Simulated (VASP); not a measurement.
Set up this calculation in VASP 6.6.1, as the native input.

* Task: single point
* Functional: PBE
* Potentials or basis: VASP PAW PBE potentials, release 64 (Cu, O)
* Cutoff: 520 eV
* k mesh: 13 × 13 × 13
* Occupations: fermi-dirac, width 0.0612256 eV
* Spin: no spin polarisation
* Dipole correction: no
* Further INCAR settings: ALGO = Normal; EDIFF = 1e-06; NBANDS = 18

The structure of CuO2 (fluorite type) lies in POSCAR:

```
CuO2
1.0
    0.0000000000      2.3674778472      2.3674778472
    2.3674778472      0.0000000000      2.3674778472
    2.3674778472      2.3674778472      0.0000000000
Cu O
1 2
Direct
    0.0000000000      0.0000000000      0.0000000000
    0.2500000000      0.2500000000      0.2500000000
    0.7500000000      0.7500000000      0.7500000000
```

One way to write it, as run:

INCAR

```
SYSTEM = CuO2
  ALGO = Normal
  EDIFF = 1E-6
  ENCUT = 520
  GGA = PE
  ISIF = 2
  ISMEAR = -1
  LASPH = .TRUE.
  LCHARG = .FALSE.
  LREAL = .FALSE.
  LWAVE = .FALSE.
  NBANDS = 18
  NELM = 100
  PREC = Accurate
  SIGMA = 0.06122561905347299
```

KPOINTS

```
k-points
0
G
  13 13 13
  0 0 0
```

Potentials or basis: VASP PAW PBE potentials, release 64 (Cu, O).

The run is started by

```sh
$ cat potpaw_PBE.64/Cu/POTCAR potpaw_PBE.64/O/POTCAR > POTCAR
$ mpirun -np 1 vasp_std > vasp.out
```

Results of the run:

```
Pressure               : 13.0 GPa
Band gap on the k mesh : zero (an odd number of electrons rules out a gap without spin polarisation)
```

Caveat: the cell stands under pressure; an odd number of electrons without spin polarisation forces a metal; a magnetic or distorted state may lie lower; semilocal functionals often make such compounds metallic where correlation or magnetic order opens a gap, which also shifts bond lengths.

It took 58 s on 1 thread of AMD EPYC 7R13 Processor (Zen 3) (shared host), peak memory 0.15 GiB.
